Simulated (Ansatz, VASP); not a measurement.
# One calculation of BaPdF3, two programs

Contents of INCAR:

```
PREC     = Accurate       # precision mode
ENCUT    = 520            # plane-wave cutoff, eV
EDIFF    = 1E-6           # SCF threshold, eV
ISMEAR   = 0              # smearing method
SIGMA    = 0.1            # smearing width, eV
LREAL    = False          # projectors in reciprocal space
LASPH    = True           # aspherical terms in the spheres
NELM     = 80             # most SCF steps
ALGO     = Normal         # electronic algorithm
ISIF     = 2              # what is computed and relaxed
LWAVE    = False          # write WAVECAR
LCHARG   = False          # write CHGCAR
GGA      = PE             # functional
NBANDS   = 52             # bands
```

Contents of KPOINTS:

```
Automatic mesh
0
Gamma
  6 6 4
```

POSCAR

```
BaPdF3
1.0
    5.4893753300      0.0000000000      0.0000000000
   -2.7446876700      4.7539384900      0.0000000000
    0.0000000000      0.0000000000      5.3442774200
Ba Pd F
2 2 6
Direct
    0.0000000000      0.0000000000      0.1667000000
    0.0000000000      0.0000000000      0.6667000000
    0.3333333300      0.6666666700      0.7500000000
    0.6666666700      0.3333333300      0.2500000000
    0.9493885000      0.4746942500      0.4524380100
    0.5253057500      0.4746942500      0.4524380100
    0.5253057500      0.0506115000      0.4524380100
    0.0506115000      0.5253057500      0.9524380100
    0.4746942500      0.5253057500      0.9524380100
    0.4746942500      0.9493885000      0.9524380100
```

Input for Ansatz:

```yaml
crystal:
  lattice:
    - [5.48937533, 0.0, 0.0]
    - [-2.74468767, 4.75393849, 0.0]
    - [0.0, 0.0, 5.34427742]
  atoms:
    - { symbol: Ba, position: [0.0, 0.0, 0.1667] }
    - { symbol: Ba, position: [0.0, 0.0, 0.6667] }
    - { symbol: Pd, position: [0.33333333, 0.66666667, 0.75] }
    - { symbol: Pd, position: [0.66666667, 0.33333333, 0.25] }
    - { symbol: F, position: [0.9493885, 0.47469425, 0.45243801] }
    - { symbol: F, position: [0.52530575, 0.47469425, 0.45243801] }
    - { symbol: F, position: [0.52530575, 0.0506115, 0.45243801] }
    - { symbol: F, position: [0.0506115, 0.52530575, 0.95243801] }
    - { symbol: F, position: [0.47469425, 0.52530575, 0.95243801] }
    - { symbol: F, position: [0.47469425, 0.9493885, 0.95243801] }
basis:
  ecutwfc: 420
kpoints:
  mp_grid: { grid: [6, 6, 4] }
hamiltonian:
  xc: pbe
scf:
  occupations: { method: gaussian, width: 0.1 }
  lower_state_search: "off"
output:
  forces: true
  stress: true
  eigenvalues: true
```

Alike in both runs: task single point; functional PBE; k mesh 6 × 6 × 4; occupations gaussian, width 0.1 eV; no spin polarisation.

|  | VASP | Ansatz |
| --- | --- | --- |
| version | VASP 6.6.1 | Ansatz 0.2.0 |
| potentials or method | VASP PAW PBE potentials, release 64 (Ba_sv, Pd, F), cutoff 520 eV | scalar-relativistic, plane waves, PAW |
| valence electrons in the cell | 82 | 98 |

|  | VASP | Ansatz | Ansatz less VASP |
| --- | --- | --- | --- |
| gap on the k mesh at the Fermi level (eV) | none | none | - |
| rms of the force components (eV/Å) | 7.432 | 7.382 | -0.0508 |

Atom by atom the forces differ by 0.051 eV/Å (rms over components). A gap of «none» marks a metal or a gap that the smearing closes. With one functional, cell and mesh, what is left measures potentials, basis and numerics. VASP's potentials hold 82 valence electrons a cell and Ansatz's 98, so a difference there can come from the potentials and not from the codes.

Spin-orbit coupling is off throughout.
